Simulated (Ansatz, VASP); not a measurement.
# TiCo: VASP beside Ansatz

```
CELL_PARAMETERS angstrom
2.99614 0.00000 0.00000
0.00000 2.99614 0.00000
0.00000 0.00000 2.99614
ATOMIC_POSITIONS crystal
Ti 0.00000 0.00000 0.00000
Co 0.50000 0.50000 0.50000
```

Alike in both runs: task single point; functional PBEsol; k mesh 14 × 14 × 14; occupations gaussian, width 0.1 eV; collinear spin.

|  | VASP | Ansatz |
| --- | --- | --- |
| version | VASP 6.6.1 | Ansatz 0.2.0 |
| potentials or method | VASP PAW PBE potentials, release 64 (Ti_sv, Co), cutoff 520 eV | scalar-relativistic, plane waves, PAW |
| valence electrons in the cell | 21 | 29 |

|  | VASP | Ansatz | Ansatz less VASP |
| --- | --- | --- | --- |
| gap on the k mesh at the Fermi level (eV) | none | none | - |
| pressure (GPa) | -9.6 | -9.0 | +0.55 |
| net moment per atom (μB) | 0.40 | 0.42 | +0.020 |
| size of the moment on the site where the two differ most (μB) | 0.87 | 0.93 | +0.059 |

VASP's potentials were made for PBE, not for PBEsol. Site moments also hang on the region over which each program counts them. A gap of «none» marks a metal or a gap that the smearing closes. VASP's potentials hold 21 valence electrons a cell and Ansatz's 29, so a difference there can come from the potentials and not from the codes.
